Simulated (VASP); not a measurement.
# BeTe (F-43m) in VASP: a series of runs

BeTe is run at these levels: PBE, PBEsol; tasks: density of states, elastic constants.

Everything below comes from runs of VASP 6.6.1. Logs are shortened: lines on timing, memory, paths and dates and some standing lists are left out, and cuts for length are marked.

**1. The cell of the first run**

It takes space group F-43m (No. 216, cubic). Conventional cell: a = 5.663 Å, b = 5.663 Å, c = 5.663 Å, α = 90.00°, β = 90.00°, γ = 90.00°. Be (site symmetry -43m) has 4 Te at 2.45 Å within 3.2 Å. Within 3.2 Å of Te (site symmetry -43m) lie 4 Be at 2.45 Å.

**2. Density of states, PBE**

POSCAR

```
BeTe
1.0
    0.0000000000      2.8313134292      2.8313134292
    2.8313134292      0.0000000000      2.8313134292
    2.8313134292      2.8313134292      0.0000000000
Be Te
1 1
Direct
    0.7500000000      0.7500000000      0.7500000000
    0.0000000000      0.0000000000      0.0000000000
```

INCAR.step1

```
SYSTEM = BeTe
PREC = Accurate
ENCUT = 520
EDIFF = 1E-6
ISMEAR = 0
SIGMA = 0.02
LREAL = .FALSE.
LASPH = .TRUE.
NELM = 80
ALGO = Normal
ISIF = 2
LWAVE = .FALSE.
LCHARG = .TRUE.
GGA = PE
NBANDS = 11
```

KPOINTS.step1

```
regular mesh
0
G
  8 8 8
  0 0 0
```

INCAR.step2

```
SYSTEM = BeTe
PREC = Accurate
ENCUT = 520
EDIFF = 1E-6
ISMEAR = -5
SIGMA = 0.02
LREAL = .FALSE.
LASPH = .TRUE.
NELM = 80
ALGO = Normal
ISIF = 2
LWAVE = .FALSE.
LCHARG = .FALSE.
GGA = PE
LORBIT = 10
NBANDS = 11
NEDOS = 1001
ICHARG = 11
```

KPOINTS.step2

```
regular mesh
0
G
  12 12 12
  0 0 0
```

Potentials or basis: VASP PAW PBE potentials, release 64 (Be, Te).

On the command line:

```
cat potpaw_PBE.64/Be/POTCAR potpaw_PBE.64/Te/POTCAR > POTCAR
cp INCAR.step1 INCAR
cp KPOINTS.step1 KPOINTS
mpirun -np 1 vasp_std > vasp.out
cp INCAR.step2 INCAR
cp KPOINTS.step2 KPOINTS
mpirun -np 1 vasp_std > vasp.out
```

OUTCAR:

```text
SYSTEM = BeTe
   PREC = Accurate
   ENCUT = 520
   EDIFF = 1E-6
   ISMEAR = -5
   LREAL = .FALSE.
   LASPH = .TRUE.
   NELM = 80
   ISIF = 2
   GGA = PE
   LORBIT = 10
   ICHARG = 11

 ion  position               nearest neighbor table
   1  0.750  0.750  0.750-   2 2.45   2 2.45   2 2.45   2 2.45
   2  0.000  0.000  0.000-   1 2.45   1 2.45   1 2.45   1 2.45

  LATTYP: Found a face centered cubic cell.
 ALAT       =     5.6626268584

  Lattice vectors:

 A1 = (   0.0000000000,   2.8313134292,   2.8313134292)
 A2 = (   2.8313134292,   0.0000000000,   2.8313134292)
 A3 = (   2.8313134292,   2.8313134292,   0.0000000000)

Analysis of symmetry for initial positions (statically):
=====================================================================
 Subroutine PRICEL returns:
 Original cell was already a primitive cell.

 Routine SETGRP: Setting up the symmetry group for a
 face centered cubic supercell.

 Subroutine GETGRP returns: Found 24 space group operations
 (whereof 24 operations were pure point group operations)
 out of a pool of 48 trial point group operations.

The static configuration has the point symmetry T_d .

Analysis of symmetry for dynamics (positions and initial velocities):
=====================================================================
 Subroutine PRICEL returns:
 Original cell was already a primitive cell.

 Routine SETGRP: Setting up the symmetry group for a
 face centered cubic supercell.

 Subroutine GETGRP returns: Found 24 space group operations
 (whereof 24 operations were pure point group operations)
 out of a pool of 48 trial point group operations.

The dynamic configuration has the point symmetry T_d .

 Subroutine INISYM returns: Found 24 space group operations
 (whereof 24 operations are pure point group operations),
 and found     1 'primitive' translations

----------------------------------------------------------------------------------------

                                     Primitive cell

  volume of cell :      45.3935

  direct lattice vectors                    reciprocal lattice vectors
     0.000000000  2.831313429  2.831313429    -0.176596485  0.176596485  0.176596485
     2.831313429  0.000000000  2.831313429     0.176596485 -0.176596485  0.176596485
     2.831313429  2.831313429  0.000000000     0.176596485  0.176596485 -0.176596485

  length of vectors
     4.004081851  4.004081851  4.004081851     0.305874085  0.305874085  0.305874085

  position of ions in fractional coordinates (direct lattice)
     0.750000000  0.750000000  0.750000000
[... 96 lines left out ...]
   EFERMI_NEDOS =   21; number of points for ismear=-14 and -15
   IALGO  =     38    algorithm
   IMIX   =      4    mixing-type and parameters
     AMIX     =   0.40;   BMIX     =  1.00
     AMIX_MAG =   1.60;   BMIX_MAG =  1.00
  volume/ion in A,a.u.               =      22.70       153.17
  Fermi-wavevector in a.u.,A,eV,Ry     =   0.917854  1.734492 11.462306  0.842456
  Thomas-Fermi vector in A             =   2.042870
   LORBIT       =     10    0 simple, 1 ext, 2 COOP (PROOUT), +10 PAW based schemes
   GGA     = PE    functional components
   LHFCALC =     F    Hartree Fock is set to
   AEXX    =    0.0000 exact exchange contribution
   IVDW    =     0    specifies the selected vdW correction
   LEPSILON=     F    determine dielectric tensor
   LRPA    =     F    only Hartree local field effects (RPA)
 non-spin polarized calculation
 Fermi weights with tetrahedron method with Bloechl corrections
  energy-cutoff  :      520.00
  volume of cell :       45.39
 maximum number of plane-waves:      1245
 NGX is ok and might be reduce to    30

 number of electron       8.0000000 magnetization

 Free energy of the ion-electron system (eV)
  ---------------------------------------------------
  ext. energy  EPLUGINS =         0.00000000
  ---------------------------------------------------
  free energy    TOTEN  =        -7.62462291 eV

  energy without entropy =       -7.62462291  energy(sigma->0) =       -7.62462291

 E-fermi :   4.9326     XC(G=0):  -8.9915

 val. band max:        4.9158733021   @ k =   0.0000   0.0000   0.0000
 cond. band min:       6.9286242479   @ k =   0.5000   0.5000   0.0000
 fundamental gap:      2.0127509458
 Fermi energy:         4.9325523384

 k-point     1 :       0.0000    0.0000    0.0000
  band No.  band energies     occupation
      1      -7.2753      2.00000
      2       4.9159      2.00000
      3       4.9159      2.00000
      4       4.9159      2.00000
      5       8.5381      0.00000
      6       8.5381      0.00000
      7       8.5381      0.00000
      8       8.6186      0.00000
      9      13.2078      0.00000
     10      15.1262      0.00000
     11      15.1262      0.00000
[... 309 lines left out ...]
 k-point    24 :      -0.4167    0.1667    0.0000
  band No.  band energies     occupation
      1      -5.8394      2.00000
      2      -0.2385      2.00000
      3       2.4797      2.00000
      4       3.4898      2.00000
      5       8.4573      0.00000
      6       9.9952      0.00000
      7      10.3782      0.00000
      8      13.0182      0.00000
      9      14.2546      0.00000
     10      15.1133      0.00000
     11      16.3009      0.00000

 [... further k-points ...]

------------------------ aborting loop because EDIFF is reached ----------------------------------------

  FORCE on cell =-STRESS in cart. coord.  units (eV):
  Direction    XX          YY          ZZ          XY          YZ          ZX
  --------------------------------------------------------------------------------------
  -------------------------------------------------------------------------------------
  Total        0.0443853      0.0443853      0.0443853      0.0000000     -0.0000000      0.0000000
  in kB        1.5665919      1.5665919      1.5665919      0.0000000     -0.0000000      0.0000000
  external PRESSURE =       1.5665919 kB  Pullay stress =       0.0000000 kB

 VOLUME and BASIS-vectors are now :
 -----------------------------------------------------------------------------
  energy-cutoff  :      520.00
  volume of cell :       45.39
      direct lattice vectors                 reciprocal lattice vectors
     0.000000000  2.831313429  2.831313429    -0.176596485  0.176596485  0.176596485
     2.831313429  0.000000000  2.831313429     0.176596485 -0.176596485  0.176596485
     2.831313429  2.831313429  0.000000000     0.176596485  0.176596485 -0.176596485

 POSITION                                       TOTAL-FORCE (eV/Angst)
 -----------------------------------------------------------------------------------
      4.24697      4.24697      4.24697         0.000000      0.000000     -0.000000
      0.00000      0.00000      0.00000        -0.000000     -0.000000      0.000000
 -----------------------------------------------------------------------------------
    total drift:                                0.000000      0.000000      0.000000

  FREE ENERGIE OF THE ION-ELECTRON SYSTEM (eV)
  ---------------------------------------------------
  free  energy   TOTEN  =        -7.6246229070 eV

  energy  without entropy=       -7.6246229070  energy(sigma->0) =       -7.62462291

 total charge

# of ion       s       p       d       tot
------------------------------------------
    1        0.371   0.557   0.000   0.928
    2        1.332   2.131   0.032   3.495
--------------------------------------------------
tot          1.703   2.688   0.032   4.423
```

OSZICAR.step1:

```text
N       E                     dE             d eps       ncg     rms          rms(c)
DAV:   1     0.141161604490E+02    0.14116E+02   -0.28774E+03   638   0.552E+02
DAV:   2    -0.685563049744E+01   -0.20972E+02   -0.19692E+02   865   0.876E+01
DAV:   3    -0.773724872012E+01   -0.88162E+00   -0.87935E+00   831   0.167E+01
DAV:   4    -0.774535553379E+01   -0.81068E-02   -0.81048E-02   761   0.197E+00
DAV:   5    -0.774547542093E+01   -0.11989E-03   -0.11989E-03   827   0.239E-01    0.402E+00
DAV:   6    -0.765181565145E+01    0.93660E-01   -0.10899E-01   728   0.132E+00    0.242E+00
DAV:   7    -0.762341282155E+01    0.28403E-01   -0.95268E-02   731   0.135E+00    0.454E-01
DAV:   8    -0.762411812775E+01   -0.70531E-03   -0.58924E-03   713   0.440E-01    0.757E-02
DAV:   9    -0.762436559537E+01   -0.24747E-03   -0.31661E-04   764   0.105E-01    0.299E-02
DAV:  10    -0.762443090887E+01   -0.65314E-04   -0.81378E-05   705   0.465E-02    0.153E-02
DAV:  11    -0.762443296971E+01   -0.20608E-05   -0.23567E-06   840   0.910E-03    0.108E-02
DAV:  12    -0.762443532749E+01   -0.23578E-05   -0.51088E-06   677   0.130E-02    0.678E-03
DAV:  13    -0.762443540582E+01   -0.78330E-07   -0.32960E-08   503   0.137E-03
   1 F= -.76244354E+01 E0= -.76244354E+01  d E =-.502947E-20
```

Wall time 19 s (1 thread of Intel Xeon 6975P-C (Granite Rapids), shared host); peak memory 0.18 GiB.

Results:

* Valence electrons inside the program's atomic spheres: Be 0.93; Te 3.50

Caveat: spin-orbit coupling is left out, which moves the levels of the heavy elements.

**3. Density of states, PBEsol**

POSCAR is that of step 2.

INCAR.step1

```
SYSTEM = BeTe
PREC = Accurate
ENCUT = 520
EDIFF = 1E-6
ISMEAR = 0
SIGMA = 0.02
LREAL = .False.
LASPH = .True.
NELM = 60
ALGO = Normal
ISIF = 2
LWAVE = .False.
LCHARG = .True.
GGA = PS
NBANDS = 11
```

KPOINTS.step1

```
regular mesh
0
Gamma
  8 8 8
  0 0 0
```

INCAR.step2

```
SYSTEM = BeTe
PREC = Accurate
ENCUT = 520
EDIFF = 1E-6
ISMEAR = -5
SIGMA = 0.02
LREAL = .False.
LASPH = .True.
NELM = 60
ALGO = Normal
ISIF = 2
LWAVE = .False.
LCHARG = .False.
GGA = PS
LORBIT = 11
NEDOS = 2001
ICHARG = 11
```

KPOINTS.step2

```
regular mesh
0
Gamma
  12 12 12
  0 0 0
```

Potentials or basis: VASP PAW PBE potentials, release 64 (Be, Te).

On the command line:

```
cat potpaw_PBE.64/Be/POTCAR potpaw_PBE.64/Te/POTCAR > POTCAR
cp INCAR.step1 INCAR
cp KPOINTS.step1 KPOINTS
mpirun -np 1 vasp_std > vasp.out
cp INCAR.step2 INCAR
cp KPOINTS.step2 KPOINTS
mpirun -np 1 vasp_std > vasp.out
```

Run time: 13 s. Hardware: 1 thread of Intel Xeon 6975P-C (Granite Rapids), shared host; peak memory 0.17 GiB.

The run converged. Its results:

```
Valence electrons inside the program's atomic spheres : Be 0.92; Te 3.49
```

Levels at points of the mesh, in eV from the valence-band top:
```csv
k point,band 1,band 2,band 3,band 4,band 5,band 6,band 7,band 8
"(0.00, 0.00, 0.00)",-12.23,0.00,0.00,0.00,3.61,3.61,3.61,3.62
"(0.50, 0.00, 0.00)",-10.92,-5.47,-1.11,-1.11,2.99,4.56,4.56,7.67
"(0.50, 0.50, 0.00)",-10.44,-5.04,-2.60,-2.60,1.89,2.63,9.60,9.60
```

Caveat: the PAW data sets were made with another functional, which shifts forces and pressure a little; spin-orbit coupling is left out, which moves the levels of the heavy elements.

**4. Elastic constants, PBE**

INCAR

```
ALGO = Normal ; EDIFF = 1E-8
ENCUT = 600 ; GGA = PE
IBRION = 6 ; ISIF = 3
ISMEAR = 0 ; LASPH = T
LCHARG = F ; LREAL = F
LWAVE = F ; NBANDS = 11
NELM = 60 ; NFREE = 2
NSW = 1 ; POTIM = 0.015
PREC = Accurate ; SIGMA = 0.01
```

KPOINTS

```
k-points
0
Gamma
  8 8 8
```

POSCAR

```
BeTe
1.0
    0.0000000000      2.8319582816      2.8319582816
    2.8319582816      0.0000000000      2.8319582816
    2.8319582816      2.8319582816      0.0000000000
Be Te
1 1
Direct
    0.7500000000      0.7500000000      0.7500000000
    0.0000000000      0.0000000000      0.0000000000
```

On the command line:

```
cat potpaw_PBE.64/Be/POTCAR potpaw_PBE.64/Te/POTCAR > POTCAR
mpirun -np 1 vasp_std > vasp.out
```

It took 3.7 min on 1 thread of Intel Xeon 6975P-C (Granite Rapids), shared host; peak memory 0.3 GiB.

It converged, with:

- Elastic constants C11, C12, C44: 97, 37, 49 GPa
- Voigt bulk modulus: 57 GPa
- Highest phonon frequency at Γ, LO-TO splitting left out: 457 cm⁻¹

Phonon frequencies in cm⁻¹ (negative: imaginary):
| q point | frequencies |
| --- | --- |
| (0.000, 0.000, 0.000) | 0 0 0 457 457 457 |

Elastic tensor in Voigt notation (GPa, in the Cartesian axes of the cell as first typed):
```
97 37 37  0  0  0
37 97 37  0  0  0
37 37 97  0  0  0
 0  0  0 49  0  0
 0  0  0  0 49  0
 0  0  0  0  0 49
```

Clamped-ion elastic tensor (GPa):
```
97 37 37  0  0  0
37 97 37  0  0  0
37 37 97  0  0  0
 0  0  0 59  0  0
 0  0  0  0 59  0
 0  0  0  0  0 59
```

Caveat: spin-orbit coupling is left out, which moves the levels of the heavy elements.

**5. Density of states, PBE, non-collinear spin, zero start, spin-orbit coupling**

POSCAR

```
BeTe
1.0
    0.0000000000      2.8313134292      2.8313134292
    2.8313134292      0.0000000000      2.8313134292
    2.8313134292      2.8313134292      0.0000000000
Be Te
1 1
Direct
    0.7500000000      0.7500000000      0.7500000000
    0.0000000000      0.0000000000      0.0000000000
```

INCAR.step1

```
PREC = Accurate
ENCUT = 520
EDIFF = 1E-6
ISMEAR = 0
SIGMA = 0.02
LREAL = F
LASPH = T
NELM = 150
ALGO = Normal
ISIF = 2
LWAVE = F
LCHARG = T
MAGMOM = 0 0 0 0 0 0
LSORBIT = T
GGA_COMPAT = F
LORBMOM = T
GGA = PE
NBANDS = 20
```

KPOINTS.step1

```
regular mesh
0
Gamma
  8 8 8
```

INCAR.step2

```
PREC = Accurate
ENCUT = 520
EDIFF = 1E-6
ISMEAR = -5
SIGMA = 0.02
LREAL = F
LASPH = T
NELM = 150
ALGO = Normal
ISIF = 2
LWAVE = F
LCHARG = F
MAGMOM = 0 0 0 0 0 0
LORBIT = 10
LSORBIT = T
GGA_COMPAT = F
LORBMOM = T
GGA = PE
NBANDS = 20
NEDOS = 1001
ICHARG = 11
```

KPOINTS.step2

```
regular mesh
0
Gamma
  12 12 12
```

On the command line:

```
cat potpaw_PBE.64/Be/POTCAR potpaw_PBE.64/Te/POTCAR > POTCAR
cp INCAR.step1 INCAR
cp KPOINTS.step1 KPOINTS
mpirun -np 1 vasp_ncl > vasp.out
cp INCAR.step2 INCAR
cp KPOINTS.step2 KPOINTS
mpirun -np 1 vasp_ncl > vasp.out
```

Wall time 2 min (1 thread of Intel Xeon 6975P-C (Granite Rapids), shared host); peak memory 0.36 GiB.

The run converged. Its results:

```
Net moment                                            : 0.00 μB per cell
Valence electrons inside the program's atomic spheres : Be 0.93; Te 3.50
```

Moments on the atoms (μB; x, y, z):
```
Be  0.00 0.00 0.00
Te  0.00 0.00 0.00
```
